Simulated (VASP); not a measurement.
# KF (Carobbiite) (Fm-3m) in VASP: a series of runs

KF (Carobbiite) is run at these levels: PBEsol; tasks: single point.

All numbers are computed with VASP 6.6.1; they aren't measurements. Logs are shortened: lines on timing, memory, paths and dates and some standing lists are left out, and cuts for length are marked.

## 1. The cell of the first run

It takes space group Fm-3m (No. 225, cubic). Conventional cell: a = 5.379 Å, b = 5.379 Å, c = 5.379 Å, α = 90.00°, β = 90.00°, γ = 90.00°. Within 3.5 Å of K (site symmetry m-3m) lie 6 F at 2.69 Å. Within 3.5 Å of F (site symmetry m-3m) lie 6 K at 2.69 Å.

## 2. Single point, PBEsol

INCAR

```
ALGO = Normal
EDIFF = 1E-6
ENCUT = 520
GGA = PS
ISIF = 2
ISMEAR = -1
LASPH = True
LCHARG = False
LREAL = False
LWAVE = False
NBANDS = 15
NELM = 100
PREC = Accurate
SIGMA = 0.05
```

KPOINTS

```
k-points
0
Gamma
  9 9 9
```

POSCAR

```
KF
1.0
    0.0000000000      2.6895448865      2.6895448865
    2.6895448865      0.0000000000      2.6895448865
    2.6895448865      2.6895448865      0.0000000000
K F
1 1
Direct
    0.0000000000      0.0000000000      0.0000000000
    0.5000000000      0.5000000000      0.5000000000
```

Potentials or basis: VASP PAW PBE potentials, release 64 (K_sv, F).

On the command line:

```sh
$ cat potpaw_PBE.64/K_sv/POTCAR potpaw_PBE.64/F/POTCAR > POTCAR
$ mpirun -np 1 vasp_std > vasp.out
```

OUTCAR:

```text
EDIFF = 1E-6
   ENCUT = 520
   GGA = PS
   ISIF = 2
   ISMEAR = -1
   LASPH = True
   LREAL = False
   NELM = 100
   PREC = Accurate

 ion  position               nearest neighbor table
   1  0.000  0.000  0.000-   2 2.69   2 2.69   2 2.69   2 2.69   2 2.69   2 2.69
   2  0.500  0.500  0.500-   1 2.69   1 2.69   1 2.69   1 2.69   1 2.69   1 2.69

  LATTYP: Found a face centered cubic cell.
 ALAT       =     5.3790897730

  Lattice vectors:

 A1 = (   0.0000000000,   2.6895448865,   2.6895448865)
 A2 = (   2.6895448865,   0.0000000000,   2.6895448865)
 A3 = (   2.6895448865,   2.6895448865,   0.0000000000)

Analysis of symmetry for initial positions (statically):
=====================================================================
 Subroutine PRICEL returns:
 Original cell was already a primitive cell.

 Routine SETGRP: Setting up the symmetry group for a
 face centered cubic supercell.

 Subroutine GETGRP returns: Found 48 space group operations
[... 9 lines left out ...]

 Routine SETGRP: Setting up the symmetry group for a
 face centered cubic supercell.

 Subroutine GETGRP returns: Found 48 space group operations
[... 11 lines left out ...]
                                     Primitive cell

  volume of cell :      38.9105

  direct lattice vectors                    reciprocal lattice vectors
     0.000000000  2.689544886  2.689544886    -0.185905059  0.185905059  0.185905059
     2.689544886  0.000000000  2.689544886     0.185905059 -0.185905059  0.185905059
     2.689544886  2.689544886  0.000000000     0.185905059  0.185905059 -0.185905059

  length of vectors
     3.803590855  3.803590855  3.803590855     0.321997007  0.321997007  0.321997007

  position of ions in fractional coordinates (direct lattice)
     0.000000000  0.000000000  0.000000000
     0.500000000  0.500000000  0.500000000

  ion indices of the primitive-cell ions
   primitive index   ion index
                 1           1
                 2           2

----------------------------------------------------------------------------------------

 KPOINTS: k-points

Automatic generation of k-mesh.
 Grid dimensions read from file:
 generate k-points for:    9    9    9

 Generating k-lattice:

  Cartesian coordinates                     Fractional coordinates (reciprocal lattice)
    -0.020656118  0.020656118  0.020656118     0.111111111  0.000000000  0.000000000
     0.020656118 -0.020656118  0.020656118     0.000000000  0.111111111  0.000000000
     0.020656118  0.020656118 -0.020656118     0.000000000  0.000000000  0.111111111

  Length of vectors
     0.035777445  0.035777445  0.035777445

  Shift w.r.t. Gamma in fractional coordinates (k-lattice)
     0.000000000  0.000000000  0.000000000

 Subroutine IBZKPT returns following result:
 ===========================================

 Found     35 irreducible k-points:

 Following reciprocal coordinates:
            Coordinates               Weight
  0.000000  0.000000  0.000000      1.000000
  0.111111  0.000000  0.000000      8.000000
  0.222222  0.000000  0.000000      8.000000
  0.333333  0.000000  0.000000      8.000000
  0.444444  0.000000  0.000000      8.000000
  0.111111  0.111111  0.000000      6.000000
[... 16 lines left out ...]
 -0.333333  0.333333  0.000000     12.000000
  0.444444  0.444444  0.000000      6.000000
 [... further k-points ...]
   k-points           NKPTS =     35   k-points in BZ     NKDIM =     35   number of bands    NBANDS=     15
   number of dos      NEDOS =    301   number of ions     NIONS =      2
   total plane-waves  NPLWV =  21952
   dimension x,y,z NGX =    28 NGY =   28 NGZ =   28
   dimension x,y,z NGXF=    56 NGYF=   56 NGZF=   56
   ions per type =               1   1
   NGX,Y,Z   is equivalent  to a cutoff of  12.24, 12.24, 12.24 a.u.
   NGXF,Y,Z  is equivalent  to a cutoff of  24.48, 24.48, 24.48 a.u.
 SYSTEM =  unknown system
   PREC   = accura    normal or accurate (medium, high low for compatibility)
   ISTART =      0    job   : 0-new  1-cont  2-samecut
   ICHARG =      2    charge: 1-file 2-atom 10-const
   ISPIN  =      1    spin polarized calculation?
   LNONCOLLINEAR =      F non collinear calculations
   LSORBIT =      F    spin-orbit coupling
   LASPH  =      T    aspherical Exc in radial PAW
   ENCUT  =  520.0 eV  38.22 Ry    6.18 a.u.   7.07  7.07  7.07*2*pi/ulx,y,z
   NELM   =    100;   NELMIN=  2; NELMDL= -5     # of ELM steps
   EDIFF  = 0.1E-05   stopping-criterion for ELM
   LREAL  =      F    real-space projection
   EDIFFG = 0.1E-04   stopping-criterion for IOM
   NSW    =      0    number of steps for IOM
   IBRION =     -1    ionic relax: 0-MD 1-quasi-New 2-CG
   NFREE  =      0    steps in history (QN), initial steepest desc. (CG)
   ISIF   =      2    stress and relaxation
   ISYM   =      2    0-nonsym 1-usesym 2-fastsym
   POTIM  = 0.5000    time-step for ionic-motion
   TEBEG  =    0.0;   TEEND  =   0.0 temperature during run
   PSTRESS=    0.0 pullay stress
   NELECT =      16.0000    total number of electrons
   NUPDOWN=      -1.0000    fix difference up-down
   EMIN   =  10.00;   EMAX   =-10.00  energy-range for DOS
   EFERMI =   0.00;   METHOD = LEGACY
   ISMEAR =    -1;   SIGMA  =   0.05  broadening in eV -4-tet -1-fermi 0-gaus
   EFERMI_NEDOS =   21; number of points for ismear=-14 and -15
   IALGO  =     38    algorithm
   IMIX   =      4    mixing-type and parameters
     AMIX     =   0.40;   BMIX     =  1.00
     AMIX_MAG =   1.60;   BMIX_MAG =  1.00
  volume/ion in A,a.u.               =      19.46       131.29
  Fermi-wavevector in a.u.,A,eV,Ry     =   1.217380  2.300514 20.164013  1.482013
  Thomas-Fermi vector in A             =   2.352702
   LORBIT       =      0    0 simple, 1 ext, 2 COOP (PROOUT), +10 PAW based schemes
   GGA     = PS    functional components
   LHFCALC =     F    Hartree Fock is set to
   AEXX    =    0.0000 exact exchange contribution
   IVDW    =     0    specifies the selected vdW correction
   LEPSILON=     F    determine dielectric tensor
   LRPA    =     F    only Hartree local field effects (RPA)
 non-spin polarized calculation
  energy-cutoff  :      520.00
  volume of cell :       38.91
 maximum number of plane-waves:      1067
   NGX = 15   NGY = 15   NGZ = 15

 number of electron      15.9999992 magnetization

 Free energy of the ion-electron system (eV)
  ---------------------------------------------------
  ext. energy  EPLUGINS =         0.00000000
  ---------------------------------------------------
  free energy    TOTEN  =        -8.51621545 eV

  energy without entropy =       -8.51621545  energy(sigma->0) =       -8.51621545

 E-fermi :  -1.7172     XC(G=0):  -8.5131

 val. band max:       -2.9571770378   @ k =   0.0000   0.0000   0.0000
 cond. band min:       2.9760273556   @ k =   0.0000   0.0000   0.0000
 fundamental gap:      5.9332043934
 Fermi energy:        -1.7172390705

 k-point     1 :       0.0000    0.0000    0.0000
  band No.  band energies     occupation
      1     -28.9781      2.00000
      2     -21.4760      2.00000
      3     -12.3039      2.00000
      4     -12.3039      2.00000
      5     -12.3039      2.00000
      6      -2.9572      2.00000
      7      -2.9572      2.00000
      8      -2.9572      2.00000
      9       2.9760      0.00000
     10       7.6251      0.00000
     11       7.6251      0.00000
     12       7.6251      0.00000
     13       9.2711      0.00000
     14       9.2711      0.00000
     15      13.6363      0.00000

 k-point     2 :       0.1111    0.0000    0.0000
  band No.  band energies     occupation
      1     -28.9678      2.00000
      2     -21.4846      2.00000
      3     -12.3359      2.00000
      4     -12.3082      2.00000
      5     -12.3082      2.00000
      6      -3.0704      2.00000
      7      -2.9983      2.00000
      8      -2.9983      2.00000
      9       3.3187      0.00000
     10       7.4099      0.00000
     11       7.7909      0.00000
     12       7.7909      0.00000
     13       9.3821      0.00000
     14       9.3821      0.00000
     15      14.2492      0.00000

 k-point     3 :       0.2222    0.0000    0.0000
  band No.  band energies     occupation
      1     -28.9415      2.00000
      2     -21.5086      2.00000
      3     -12.4165      2.00000
      4     -12.3190      2.00000
      5     -12.3190      2.00000
      6      -3.3259      2.00000
      7      -3.1005      2.00000
      8      -3.1005      2.00000
      9       4.2076      0.00000
     10       7.0550      0.00000
     11       8.2212      0.00000
     12       8.2212      0.00000
     13       9.7253      0.00000
     14       9.7253      0.00000
     15      15.3631      0.00000

 k-point     4 :       0.3333    0.0000    0.0000
  band No.  band energies     occupation
      1     -28.9113      2.00000
      2     -21.5363      2.00000
      3     -12.5070      2.00000
      4     -12.3311      2.00000
      5     -12.3311      2.00000
      6      -3.5782      2.00000
      7      -3.2136      2.00000
      8      -3.2136      2.00000
      9       5.2710      0.00000
     10       6.9468      0.00000
     11       8.6942      0.00000
     12       8.6943      0.00000
     13      10.3471      0.00000
     14      10.3471      0.00000
     15      14.5326      0.00000
[... 307 lines left out ...]
 k-point    22 :      -0.4444    0.3333    0.0000
  band No.  band energies     occupation
      1     -28.8705      2.00000
      2     -21.5103      2.00000
      3     -12.7451      2.00000
      4     -12.5182      2.00000
      5     -12.4537      2.00000
      6      -3.2751      2.00000
      7      -3.1753      2.00000
      8      -3.1291      2.00000
      9       5.7637      0.00000
     10       7.2917      0.00000
     11       8.1604      0.00000
     12      10.2644      0.00000
     13      10.8849      0.00000
     14      11.7695      0.00000
     15      12.1224      0.00000

 k-point    23 :      -0.3333    0.3333    0.0000
  band No.  band energies     occupation
      1     -28.8719      2.00000
      2     -21.5233      2.00000
      3     -12.6863      2.00000
      4     -12.5302      2.00000
      5     -12.4099      2.00000
      6      -3.4298      2.00000
      7      -3.2158      2.00000
      8      -3.1436      2.00000
      9       6.1690      0.00000
     10       7.1845      0.00000
     11       8.2667      0.00000
     12      10.1828      0.00000
     13      10.4506      0.00000
     14      11.3397      0.00000
     15      13.3621      0.00000

 k-point    24 :       0.4444    0.4444    0.0000
  band No.  band energies     occupation
      1     -28.8719      2.00000
      2     -21.4910      2.00000
      3     -12.8150      2.00000
      4     -12.5017      2.00000
      5     -12.5017      2.00000
      6      -3.2135      2.00000
      7      -3.0181      2.00000
      8      -3.0181      2.00000
      9       5.1783      0.00000
     10       6.9355      0.00000
     11       8.6708      0.00000
     12      10.4909      0.00000
     13      10.9994      0.00000
     14      10.9994      0.00000
     15      12.8949      0.00000

 [... further k-points ...]
[... 5 lines left out ...]
  --------------------------------------------------------------------------------------
  -------------------------------------------------------------------------------------
  Total       -0.2902021     -0.2902021     -0.2902021      0.0000000      0.0000000     -0.0000000
  in kB      -11.9493633    -11.9493633    -11.9493633      0.0000000      0.0000000     -0.0000000
  external PRESSURE =     -11.9493633 kB  Pullay stress =       0.0000000 kB

 VOLUME and BASIS-vectors are now :
 -----------------------------------------------------------------------------
  energy-cutoff  :      520.00
  volume of cell :       38.91
      direct lattice vectors                 reciprocal lattice vectors
     0.000000000  2.689544886  2.689544886    -0.185905059  0.185905059  0.185905059
     2.689544886  0.000000000  2.689544886     0.185905059 -0.185905059  0.185905059
     2.689544886  2.689544886  0.000000000     0.185905059  0.185905059 -0.185905059

 POSITION                                       TOTAL-FORCE (eV/Angst)
 -----------------------------------------------------------------------------------
      0.00000      0.00000      0.00000         0.000000      0.000000     -0.000000
      2.68954      2.68954      2.68954         0.000000     -0.000000      0.000000
 -----------------------------------------------------------------------------------
    total drift:                                0.000000      0.000000      0.000000

  FREE ENERGIE OF THE ION-ELECTRON SYSTEM (eV)
  ---------------------------------------------------
  free  energy   TOTEN  =        -8.5162154526 eV

  energy  without entropy=       -8.5162154526  energy(sigma->0) =       -8.51621545
```

Run time: 9.8 s. Hardware: 1 thread of AMD EPYC 9R45 (Zen 5), shared host; peak memory 0.13 GiB.

Results:

| Item | Value |
| --- | --- |
| Free energy | -8.5162 eV |
| Pressure | -1.2 GPa |
| Band gap on the k mesh | 5.93 eV, direct |

Levels at points of the mesh, in eV from the valence-band top:
```csv
k point,band 6,band 7,band 8,band 9,band 10,band 11
"(0.00, 0.00, 0.00)",0.00,0.00,0.00,5.93,10.58,10.58
```

Caveat: the PAW data sets were made with another functional, which shifts forces and pressure a little. A k mesh can miss the band edges.

## 3. Single point, PBEsol

This run uses another cell than the first one, of 19.84 Å³/atom, 1.020 times its volume.

INCAR

```
PREC = Accurate
ENCUT = 520
EDIFF = 1E-6
ISMEAR = -1
SIGMA = 0.05
LREAL = False
LASPH = True
NELM = 100
ALGO = Normal
ISIF = 2
LWAVE = False
LCHARG = False
GGA = PS
NBANDS = 15
```

KPOINTS

```
regular mesh
0
Gamma
  9 9 9
```

POSCAR

```
KF
1.0
    0.0000000000      2.7070099531      2.7070099531
    2.7070099531      0.0000000000      2.7070099531
    2.7070099531      2.7070099531      0.0000000000
K F
1 1
Direct
    0.0000000000      0.0000000000      0.0000000000
    0.5000000000      0.5000000000      0.5000000000
```

Potentials or basis: VASP PAW PBE potentials, release 64 (K_sv, F).

On the command line:

```sh
$ cat potpaw_PBE.64/K_sv/POTCAR potpaw_PBE.64/F/POTCAR > POTCAR
$ mpirun -np 1 vasp_std > vasp.out
```

It took 9.5 s on 1 thread of AMD EPYC 9R45 (Zen 5), shared host; peak memory 0.13 GiB.

The run converged. Its results:

```
Free energy            : -8.5102 eV
Pressure               : -1.7 GPa
Band gap on the k mesh : 5.84 eV, direct
```

Levels at points of the mesh, in eV from the valence-band top:
```
           k point  band 6  band 7  band 8  band 9  band 10  band 11
(0.00, 0.00, 0.00)    0.00    0.00    0.00    5.84    10.53    10.53
```

Caveat: the PAW data sets were made with another functional, which shifts forces and pressure a little.

## 4. Single point, PBEsol

This run uses another cell than the first one, of 20.22 Å³/atom, 1.039 times its volume.

INCAR

```
  ALGO = Normal
  EDIFF = 1E-6
  ENCUT = 520
  GGA = PS
  ISIF = 2
  ISMEAR = -1
  LASPH = True
  LCHARG = False
  LREAL = False
  LWAVE = False
  NBANDS = 15
  NELM = 60
  PREC = Accurate
  SIGMA = 0.05
```

KPOINTS

```
k-points
0
Gamma
  9 9 9
```

POSCAR

```
KF
1.0
    0.0000000000      2.7242525196      2.7242525196
    2.7242525196      0.0000000000      2.7242525196
    2.7242525196      2.7242525196      0.0000000000
K F
1 1
Direct
    0.0000000000      0.0000000000      0.0000000000
    0.5000000000      0.5000000000      0.5000000000
```

On the command line:

```sh
$ cat potpaw_PBE.64/K_sv/POTCAR potpaw_PBE.64/F/POTCAR > POTCAR
$ mpirun -np 1 vasp_std > vasp.out
```

Run time: 11 s. Hardware: 1 thread of AMD EPYC 9R45 (Zen 5), shared host; peak memory 0.14 GiB.

Results (log left out):

```
Free energy            : -8.5019 eV
Pressure               : -2.2 GPa
Band gap on the k mesh : 5.75 eV, direct
```

Levels at points of the mesh, in eV from the valence-band top:
```tsv
k point	band 5	band 6	band 7	band 8	band 9	band 10	band 11	band 12
(0.00, 0.00, 0.00)	-9.48	0.00	0.00	0.00	5.75	10.48	10.48	10.48
```

Caveat: the PAW data sets were made with another functional, which shifts forces and pressure a little.

## 5. Overview

```tsv
cell	gap on the mesh (eV)	pressure (GPa)
a = 3.804 Å, angles 60.0°, 2 atoms	5.93	-1.2
a = 3.828 Å, angles 60.0°, 2 atoms	5.84	-1.7
a = 3.853 Å, angles 60.0°, 2 atoms	5.75	-2.2
```

Alike in all rows: task single point; level PBEsol; potentials or basis VASP PAW PBE potentials, release 64 (K_sv, F); no spin polarisation; k mesh 9 × 9 × 9; cutoff (eV) 520; smearing fermi-dirac 0.05 eV.

Caveats: the PAW data sets were made with another functional, which shifts forces and pressure a little.

Absolute energies hang on the potentials; compare differences alone.
